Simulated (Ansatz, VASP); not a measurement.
**CO: VASP beside Ansatz**

The input POSCAR:

```
CO
1.0
    5.6639354834      0.0000000000      0.0000000000
    0.0000000000      5.6639354834      0.0000000000
    0.0000000000      0.0000000000      5.6639354834
C O
4 4
Direct
    0.9644410114      0.9644410114      0.9644410114
    0.5355589886      0.0355589886      0.4644410114
    0.4644410114      0.5355589886      0.0355589886
    0.0355589886      0.4644410114      0.5355589886
    0.0792260673      0.0792260673      0.0792260673
    0.4207739327      0.9207739327      0.5792260673
    0.5792260673      0.4207739327      0.9207739327
    0.9207739327      0.5792260673      0.4207739327
```

File INCAR.step1:

```
SYSTEM = CO
  PREC = Accurate
  ENCUT = 600
  ISMEAR = 0
  SIGMA = 0.02
  LREAL = .FALSE.
  LASPH = .TRUE.
  NELM = 100
  GGA = PE
  ALGO = Normal
  EDIFF = 1E-4
  LWAVE = .TRUE.
  LCHARG = .FALSE.
```

Contents of INCAR.step2:

```
SYSTEM = CO
  PREC = Accurate
  ENCUT = 600
  EDIFF = 1E-6
  ISMEAR = 0
  SIGMA = 0.02
  LREAL = .FALSE.
  LASPH = .TRUE.
  NELM = 100
  ALGO = Normal
  ISIF = 3
  LWAVE = .FALSE.
  LCHARG = .FALSE.
  METAGGA = R2SCAN
  LMIXTAU = .TRUE.
  IBRION = 2
  NSW = 100
  EDIFFG = -0.01
  ISTART = 1
```

The input KPOINTS:

```
Automatic mesh
0
G
  4 4 4
  0 0 0
```

Input for Ansatz:

```yaml
crystal:
  lattice:
    - [5.6639354834, 0.0, 0.0]
    - [0.0, 5.6639354834, 0.0]
    - [0.0, 0.0, 5.6639354834]
  atoms:
    - { symbol: C, position: [0.9644410114, 0.9644410114, 0.9644410114] }
    - { symbol: C, position: [0.5355589886, 0.0355589886, 0.4644410114] }
    - { symbol: C, position: [0.4644410114, 0.5355589886, 0.0355589886] }
    - { symbol: C, position: [0.0355589886, 0.4644410114, 0.5355589886] }
    - { symbol: O, position: [0.0792260673, 0.0792260673, 0.0792260673] }
    - { symbol: O, position: [0.4207739327, 0.9207739327, 0.5792260673] }
    - { symbol: O, position: [0.5792260673, 0.4207739327, 0.9207739327] }
    - { symbol: O, position: [0.9207739327, 0.5792260673, 0.4207739327] }
basis:
  ecutwfc: 500
kpoints:
  mp_grid: { grid: [4, 4, 4] }
hamiltonian:
  xc: r2scan
scf:
  occupations: { method: gaussian, width: 0.02 }
output:
  forces: true
  stress: true
  eigenvalues: true
relax:
  adjacent_minimum: "off"
  f_tol: 0.01
  max_steps: 80
  cell: { stress_tol: 0.05 }
```

Alike in both runs: task relaxation of cell and atoms; functional r2SCAN; k mesh 4 × 4 × 4; occupations gaussian, width 0.02 eV; no spin polarisation.

|  | VASP | Ansatz |
| --- | --- | --- |
| version | VASP 6.6.1 | Ansatz 0.2.0 |
| potentials or method | VASP PAW PBE potentials, release 64 (C, O), cutoff 600 eV | scalar-relativistic, plane waves, PAW |
| valence electrons in the cell | 40 | 40 |

```tsv
	VASP	Ansatz	Ansatz less VASP
gap on the k mesh at the Fermi level, each at its own relaxed structure (eV)	6.54	6.75	+0.212
relaxed volume (Å³/atom)	20.72	22.77	+2.050
relaxed cell length with the largest relative difference (Å)	5.493	5.669	+0.1755
```

VASP's potentials were made for PBE, not for r2SCAN. One of these differences is far larger than is usual between the two programs; its cause wasn't traced.

Noted on VASP's run: the standard files for N, O and F lose accuracy on very short bonds.
